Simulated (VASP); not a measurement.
# SnSe2: single point with PBE+D3(BJ)

The system is SnSe2.

```
Sn Se
1.0
     4.02315    0.00000    0.00000
    -2.01157    3.48415    0.00000
     0.00000    0.00000    5.50684
Sn Se
1 2
Cartesian
  0.0000 0.0000 0.0000
  0.0000 2.3228 1.3767
  2.0116 1.1614 4.1301
```

This cell differs from its parent crystal: ratio of the length along z to the lengths across it x 0.85, volume and fractional coordinates fixed.

```yaml
Program: VASP 6.6.1
Task: single point
Functional: PBE
Dispersion: D3(BJ)
Potentials_or_basis: VASP PAW PBE potentials, release 64 (Sn_d, Se)
Cutoff: 520 eV
k_mesh: 9 × 9 × 6
Occupations: gaussian, width 0.05 eV
Spin: no spin polarisation
```

```
Pressure                   : 2.3 GPa
Largest force              : 1.276 eV/Å
Band gap on the k mesh     : 0.12 eV (least direct gap 0.47 eV)
Dispersion energy per atom : -0.361 eV
```

Forces on the atoms (eV/Å):
```
Sn   0.000  0.000  0.000
Se   0.000  0.000  1.276
Se   0.000  0.000 -1.276
```

Stress tensor (GPa, compression positive):
```
0.21 0.00 0.00
0.00 0.21 0.00
0.00 0.00 6.49
```

Levels at points of the mesh, in eV from the valence-band top:
```
           k point  band 9  band 10  band 11  band 12  band 13  band 14  band 15  band 16  band 17  band 18
(0.00, 0.00, 0.00)   -1.97    -1.97    -1.76    -1.76    -0.56     0.12     1.44     3.58     3.58     7.91
(0.00, 0.00, 0.50)   -2.30    -2.10    -2.10    -1.48    -1.48     0.96     1.56     3.00     3.00     6.90
```

Wall time 110 s on 1 thread of Intel Xeon 8259CL, on a shared host, peak memory 0.25 GiB.

Caveat: the stress differs along the axes, from 0 to 6 GPa; semilocal functionals underestimate gaps, and a narrow one can read as zero; spin-orbit coupling is left out, which moves the levels of the heavy elements; forces of over 1 eV/Å act on the atoms, so gaps and moduli don't describe the material at rest. A k mesh can miss the band edges.
